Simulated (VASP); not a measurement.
# PbF2 (Fm-3m) in VASP: a series of runs

Runs on PbF2. Level: PBEsol. Tasks: elastic constants.

Everything below comes from runs of VASP 6.6.1. Logs are shortened: lines on timing, memory, paths and dates and some standing lists are left out, and cuts for length are marked.

### 1 The cell of the first run

The structure is cubic, space group Fm-3m (No. 225). Conventional cell: a = 5.874 Å, b = 5.874 Å, c = 5.874 Å, α = 90.00°, β = 90.00°, γ = 90.00°. Pb (site symmetry m-3m) has 8 F at 2.54 Å within 3.4 Å. Within 3.4 Å of F (site symmetry -43m) lie 4 Pb at 2.54 Å and 6 F at 2.94 Å.

### 2 Elastic constants, PBEsol

Input file INCAR:

```
ALGO = Normal
EDIFF = 1E-8
ENCUT = 600
GGA = PS
IBRION = 6
ISIF = 3
ISMEAR = 0
LASPH = True
LCHARG = True
LREAL = False
LWAVE = False
NELM = 100
NFREE = 2
NSW = 1
POTIM = 0.015
PREC = Accurate
SIGMA = 0.01
```

Input file KPOINTS:

```
k-points
0
Gamma
  6 6 6
```

Input file POSCAR:

```
PbF2
1.0
    0.0000000000      2.9368571335      2.9368571335
    2.9368571335      0.0000000000      2.9368571335
    2.9368571335      2.9368571335      0.0000000000
Pb F
1 2
Direct
    0.0000000000      0.0000000000      0.0000000000
    0.2500000000      0.2500000000      0.2500000000
    0.7500000000      0.7500000000      0.7500000000
```

Potentials or basis: VASP PAW PBE potentials, release 64 (Pb_d, F).

Run with:

```console
cat potpaw_PBE.64/Pb_d/POTCAR potpaw_PBE.64/F/POTCAR > POTCAR
mpirun -np 1 vasp_std > vasp.out
```

OUTCAR:

```text
EDIFF = 1E-8
   ENCUT = 600
   GGA = PS
   IBRION = 6
   ISIF = 3
   ISMEAR = 0
   LASPH = True
   LREAL = False
   NELM = 100
   NFREE = 2
   NSW = 1
   POTIM = 0.015
   PREC = Accurate

 ion  position               nearest neighbor table
   1  0.000  0.000  0.000-   3 2.54   3 2.54   3 2.54   2 2.54   3 2.54   2 2.54   2 2.54   2 2.54

   2  0.250  0.250  0.250-   1 2.54   1 2.54   1 2.54   1 2.54
   3  0.750  0.750  0.750-   1 2.54   1 2.54   1 2.54   1 2.54

  LATTYP: Found a face centered cubic cell.
 ALAT       =     5.8737142670

  Lattice vectors:

 A1 = (   0.0000000000,   2.9368571335,   2.9368571335)
 A2 = (   2.9368571335,   0.0000000000,   2.9368571335)
 A3 = (   2.9368571335,   2.9368571335,   0.0000000000)

Analysis of symmetry for initial positions (statically):
=====================================================================
 Subroutine PRICEL returns:
 Original cell was already a primitive cell.

 Routine SETGRP: Setting up the symmetry group for a
 face centered cubic supercell.

 Subroutine GETGRP returns: Found 48 space group operations
 (whereof 48 operations were pure point group operations)
 out of a pool of 48 trial point group operations.

The static configuration has the point symmetry O_h .

Analysis of symmetry for dynamics (positions and initial velocities):
=====================================================================
 Subroutine PRICEL returns:
 Original cell was already a primitive cell.

 Routine SETGRP: Setting up the symmetry group for a
 face centered cubic supercell.

 Subroutine GETGRP returns: Found 48 space group operations
 (whereof 48 operations were pure point group operations)
 out of a pool of 48 trial point group operations.

The dynamic configuration has the point symmetry O_h .

 Subroutine INISYM returns: Found 48 space group operations
 (whereof 48 operations are pure point group operations),
 and found     1 'primitive' translations

----------------------------------------------------------------------------------------

                                     Primitive cell

  volume of cell :      50.6615

  direct lattice vectors                    reciprocal lattice vectors
     0.000000000  2.936857134  2.936857134    -0.170250025  0.170250025  0.170250025
     2.936857134  0.000000000  2.936857134     0.170250025 -0.170250025  0.170250025
     2.936857134  2.936857134  0.000000000     0.170250025  0.170250025 -0.170250025

  length of vectors
     4.153343189  4.153343189  4.153343189     0.294881693  0.294881693  0.294881693

  position of ions in fractional coordinates (direct lattice)
     0.000000000  0.000000000  0.000000000
     0.250000000  0.250000000  0.250000000
     0.750000000  0.750000000  0.750000000

  ion indices of the primitive-cell ions
   primitive index   ion index
                 1           1
                 2           2
                 3           3

----------------------------------------------------------------------------------------

 KPOINTS: k-points

Automatic generation of k-mesh.
 Grid dimensions read from file:
 generate k-points for:    6    6    6

 Generating k-lattice:

  Cartesian coordinates                     Fractional coordinates (reciprocal lattice)
[... 109 lines left out ...]
  Total        0.2436765      0.2436765      0.2436765      0.0000000      0.0000000      0.0000000
  in kB        7.7062991      7.7062991      7.7062991      0.0000000      0.0000000      0.0000000
  external PRESSURE =       7.7062991 kB  Pullay stress =       0.0000000 kB
[... 92 lines left out ...]
  FREE ENERGIE OF THE ION-ELECTRON SYSTEM (eV)
  ---------------------------------------------------
  free  energy   TOTEN  =       -14.9298029688 eV

  energy  without entropy=      -14.9298029688  energy(sigma->0) =      -14.92980297

 E-fermi :   2.3227     XC(G=0):  -9.8801

 val. band max:        2.2672411793   @ k =   0.6667   0.1667   0.3333
 cond. band min:       6.5339624679   @ k =   0.5000   0.5000   0.0000
 fundamental gap:      4.2667212886
 Fermi energy:         2.3226550998

 k-point     1 :       0.0000    0.0000    0.0000
  band No.  band energies     occupation
      1     -19.0661      2.00000
      2     -18.3446      2.00000
      3     -12.1596      2.00000
      4     -12.1596      2.00000
      5     -12.1487      2.00000
      6     -12.0729      2.00000
[... 481 lines left out ...]
      5     -12.0437      2.00000
      6     -12.0296      2.00000
[... 10 lines left out ...]
     17      10.1924      0.00000
     18      11.7821      0.00000

 [... further k-points ...]

[... ionic steps 4 to 14 ...]

--------------------------------------- Ionic step       15  -------------------------------------------

 number of electron      28.0000009 magnetization

------------------------ aborting loop because EDIFF is reached ----------------------------------------
[... 69 lines left out ...]
--------------------------------------- Ionic step       17  -------------------------------------------

 number of electron      28.0000007 magnetization

 Free energy of the ion-electron system (eV)
  ---------------------------------------------------
  ext. energy  EPLUGINS =         0.00000000
  ---------------------------------------------------
  free energy    TOTEN  =       -14.93733285 eV

  energy without entropy =      -14.93733285  energy(sigma->0) =      -14.93733285

 E-fermi :   2.1203     XC(G=0):  -9.8006

 val. band max:        2.0576290279   @ k =  -0.3333   0.3333   0.1667
 cond. band min:       6.3736250988   @ k =   0.5000   0.5000   0.0000
 fundamental gap:      4.3159960709
 Fermi energy:         2.1203320101

 k-point     1 :       0.0000    0.0000    0.0000
  band No.  band energies     occupation
      1     -19.1298      2.00000
      2     -18.4388      2.00000
      3     -12.3253      2.00000
      4     -12.3248      2.00000
      5     -12.3244      2.00000
      6     -12.2478      2.00000
[... 481 lines left out ...]
      5     -12.2199      2.00000
      6     -12.2170      2.00000
[... 10 lines left out ...]
     17       9.8396      0.00000
     18      13.2419      0.00000

 [... further k-points ...]

------------------------ aborting loop because EDIFF is reached ----------------------------------------

  FORCE on cell =-STRESS in cart. coord.  units (eV):
  Direction    XX          YY          ZZ          XY          YZ          ZX
  --------------------------------------------------------------------------------------
  -------------------------------------------------------------------------------------
  Total        0.2457012      0.2451147      0.2451147      0.0000000      0.0463439      0.0000000
  in kB        7.7703282      7.7517816      7.7517816      0.0000000      1.4656316      0.0000000
  external PRESSURE =       7.7579638 kB  Pullay stress =       0.0000000 kB
[... 18 lines left out ...]
  FREE ENERGIE OF THE ION-ELECTRON SYSTEM (eV)
  ---------------------------------------------------
  free  energy   TOTEN  =       -14.9373328486 eV

  energy  without entropy=      -14.9373328486  energy(sigma->0) =      -14.93733285

 INTERNAL STRAIN TENSORS FROM STRAINED CELLS
 ============================================

 INTERNAL STRAIN TENSOR FOR ION    1 for displacements in x,y,z  (eV/Angst):
          X           Y           Z          XY          YZ          ZX
  --------------------------------------------------------------------------------
  x     0.00000     0.00000    -0.00000     0.00000     0.00000     0.00000
  y     0.00000     0.00000     0.00000    -0.00000    -0.00000     0.00000
  z     0.00000    -0.00000    -0.00000     0.00000    -0.00000     0.00000

 INTERNAL STRAIN TENSORS FROM DISPLACED ATOMS
 ============================================

 INTERNAL STRAIN TENSOR FOR ION    1 for displacements in x,y,z  (eV/Angst):
          X           Y           Z          XY          YZ          ZX
  --------------------------------------------------------------------------------
  x     0.00000     0.00000     0.00000     0.00000     0.00000     0.00000
  y     0.00000     0.00000     0.00000     0.00000     0.00000     0.00000
  z     0.00000     0.00000     0.00000     0.00000     0.00000     0.00000

 INTERNAL STRAIN TENSOR FOR ION    3 for displacements in x,y,z  (eV/Angst):
          X           Y           Z          XY          YZ          ZX
  --------------------------------------------------------------------------------
  x     0.00000     0.00000     0.00000     0.00000     3.08753     0.00000
  y     0.00000     0.00000     0.00000     0.00000     0.00000     3.08753
  z     0.00000     0.00000     0.00000     3.08753     0.00000     0.00000

 Eigenvectors and eigenvalues of the dynamical matrix
 ----------------------------------------------------

   1 f  =    7.658703 THz    48.121051 2PiTHz  255.466838 cm-1    31.673837 meV
             X         Y         Z           dx          dy          dz
      0.000000  0.000000  0.000000    -0.000000   -0.000000   -0.000000
      1.468429  1.468429  1.468429    -0.000000   -0.000000   -0.707107
      4.405286  4.405286  4.405286     0.000000    0.000000    0.707107
[... 43 lines left out ...]
   9 f/i=    0.001970 THz     0.012378 2PiTHz    0.065714 cm-1     0.008148 meV
             X         Y         Z           dx          dy          dz
      0.000000  0.000000  0.000000    -0.880263    0.171858    0.202576
      1.468429  1.468429  1.468429    -0.266141    0.051960    0.061248
      4.405286  4.405286  4.405286    -0.266141    0.051960    0.061248

--------------------------------------------------------------------------------------------------------

 ELASTIC MODULI CONTR FROM IONIC RELAXATION (kBar)
 Direction    XX          YY          ZZ          XY          YZ          ZX
 --------------------------------------------------------------------------------
 XX           0.0000      0.0000      0.0000      0.0000      0.0000      0.0000
 YY           0.0000      0.0000      0.0000      0.0000      0.0000      0.0000
 ZZ           0.0000      0.0000      0.0000      0.0000      0.0000      0.0000
 XY           0.0000      0.0000      0.0000   -132.2419      0.0000     -0.0000
 YZ           0.0000      0.0000      0.0000      0.0000   -132.2419      0.0000
 ZX           0.0000      0.0000      0.0000     -0.0000      0.0000   -132.2419
 --------------------------------------------------------------------------------

 TOTAL ELASTIC MODULI (kBar)
 Direction    XX          YY          ZZ          XY          YZ          ZX
 --------------------------------------------------------------------------------
 XX        1148.1774    618.5232    618.5232     -0.0000     -0.0000     -0.0000
 YY         618.5232   1148.1774    618.5232     -0.0000     -0.0000     -0.0000
 ZZ         618.5232    618.5232   1148.1774     -0.0000      0.0000     -0.0000
 XY          -0.0000     -0.0000     -0.0000    226.4245      0.0000     -0.0000
 YZ          -0.0000     -0.0000      0.0000      0.0000    226.4245      0.0000
 ZX          -0.0000     -0.0000     -0.0000     -0.0000      0.0000    226.4245
 --------------------------------------------------------------------------------
```

It took 6 min on 1 thread of AMD EPYC 9R45 (Zen 5), shared host; peak memory 0.27 GiB.

What came out:

| Property | Result |
| --- | --- |
| Elastic constants C11, C12, C44 | 115, 62, 23 GPa |
| Voigt bulk modulus | 80 GPa |
| Highest phonon frequency at Γ, LO-TO splitting left out | 255 cm⁻¹ |

Phonon frequencies in cm⁻¹ (negative: imaginary):
```csv
q point,frequencies
"(0.000, 0.000, 0.000)",0 0 0 120 120 120 255 255 255
```

Elastic tensor in Voigt notation (GPa, in the Cartesian axes of the cell as first typed):
```
115  62  62   0   0   0
 62 115  62   0   0   0
 62  62 115   0   0   0
  0   0   0  23   0   0
  0   0   0   0  23   0
  0   0   0   0   0  23
```

Clamped-ion elastic tensor (GPa):
```
115  62  62   0   0   0
 62 115  62   0   0   0
 62  62 115   0   0   0
  0   0   0  36   0   0
  0   0   0   0  36   0
  0   0   0   0   0  36
```

Caveat: the PAW data sets were made with another functional, which shifts forces and pressure a little; spin-orbit coupling is left out, which moves the levels of the heavy elements.

### 3 Elastic constants, PBEsol

This run uses another cell than the first one, of 17.10 Å³/atom.

Input file INCAR:

```
PREC = Accurate
ENCUT = 600
EDIFF = 1E-8
ISMEAR = 0
SIGMA = 0.01
LREAL = False
LASPH = True
NELM = 80
ALGO = Normal
ISIF = 3
LWAVE = False
LCHARG = False
GGA = PS
NBANDS = 21
IBRION = 6
NFREE = 2
POTIM = 0.015
NSW = 1
```

Input file KPOINTS:

```
regular mesh
0
Gamma
  6 6 6
```

Input file POSCAR:

```
PbF2
1.0
    0.0000000000      2.9493366667      2.9493366667
    2.9493366667      0.0000000000      2.9493366667
    2.9493366667      2.9493366667      0.0000000000
Pb F
1 2
Direct
    0.0000000000      0.0000000000      0.0000000000
    0.2500000000      0.2500000000      0.2500000000
    0.7500000000      0.7500000000      0.7500000000
```

Potentials or basis: VASP PAW PBE potentials, release 64 (Pb_d, F).

Run with:

```console
cat potpaw_PBE.64/Pb_d/POTCAR potpaw_PBE.64/F/POTCAR > POTCAR
mpirun -np 1 vasp_std > vasp.out
```

It took 7.8 min on 1 thread of AMD EPYC 9R45 (Zen 5), shared host; peak memory 0.27 GiB.

Results (log left out):

- Elastic constants C11, C12, C44: 112, 58, 22 GPa
- Voigt bulk modulus: 76 GPa
- Highest phonon frequency at Γ, LO-TO splitting left out: 250 cm⁻¹

Phonon frequencies in cm⁻¹ (negative: imaginary):
```
              q point                    frequencies
(0.000, 0.000, 0.000)  0 0 0 112 112 112 250 250 250
```

Elastic tensor in Voigt notation (GPa, in the Cartesian axes of the cell as first typed):
```
112  58  58   0   0   0
 58 112  58   0   0   0
 58  58 112   0   0   0
  0   0   0  22   0   0
  0   0   0   0  22   0
  0   0   0   0   0  22
```

Clamped-ion elastic tensor (GPa):
```
112  58  58   0   0   0
 58 112  58   0   0   0
 58  58 112   0   0   0
  0   0   0  33   0   0
  0   0   0   0  33   0
  0   0   0   0   0  33
```

Caveat: the PAW data sets were made with another functional, which shifts forces and pressure a little; spin-orbit coupling is left out, which moves the levels of the heavy elements.
